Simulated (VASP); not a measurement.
Input of a VASP 6.6.1 run:

INCAR

```
SYSTEM = Os
PREC     = Accurate       ! precision mode
ENCUT    = 600            ! plane-wave cutoff, eV
EDIFF    = 1E-6           ! SCF threshold, eV
ISMEAR   = 0              ! smearing method
SIGMA    = 0.1            ! smearing width, eV
LREAL    = .False.        ! projectors in reciprocal space
LASPH    = .True.         ! aspherical terms in the spheres
NELM     = 60             ! most SCF steps
ALGO     = Normal         ! electronic algorithm
ISIF     = 4              ! what is computed and relaxed
LWAVE    = .False.        ! write WAVECAR
LCHARG   = .False.        ! write CHGCAR
GGA      = PS             ! functional
IBRION   = 2              ! ionic algorithm
NSW      = 50             ! ionic steps
EDIFFG   = -0.01          ! ionic threshold
```

File KPOINTS:

```
Automatic mesh
0
Gamma
  18 18 10
  0 0 0
```

The input POSCAR:

```
Os
1.0
    2.7821631316      0.0000000000      0.0000000000
   -1.3910815658      2.4094239495      0.0000000000
    0.0000000000      0.0000000000      4.3932202353
Os
2
Direct
    0.3333333333      0.6666666667      0.2500000000
    0.6666666667      0.3333333333      0.7500000000
```

Potentials or basis: VASP PAW PBE potentials, release 64 (Os).

Command:

```console
$ cat potpaw_PBE.64/Os/POTCAR > POTCAR
$ mpirun -np 1 vasp_std > vasp.out
```

Q: Predict the band gap on the k mesh.

A: Zero (bands 8 and 9 overlap by 3.62 eV).

Final structure:
```
CELL_PARAMETERS angstrom
2.78386 0.00000 0.00000
-1.39193 2.41090 0.00000
0.00000 0.00000 4.38786
ATOMIC_POSITIONS crystal
Os 0.33333 0.66667 0.25000
Os 0.66667 0.33333 0.75000
```

Caveat: spin-orbit coupling is left out, which moves the levels of the heavy elements.
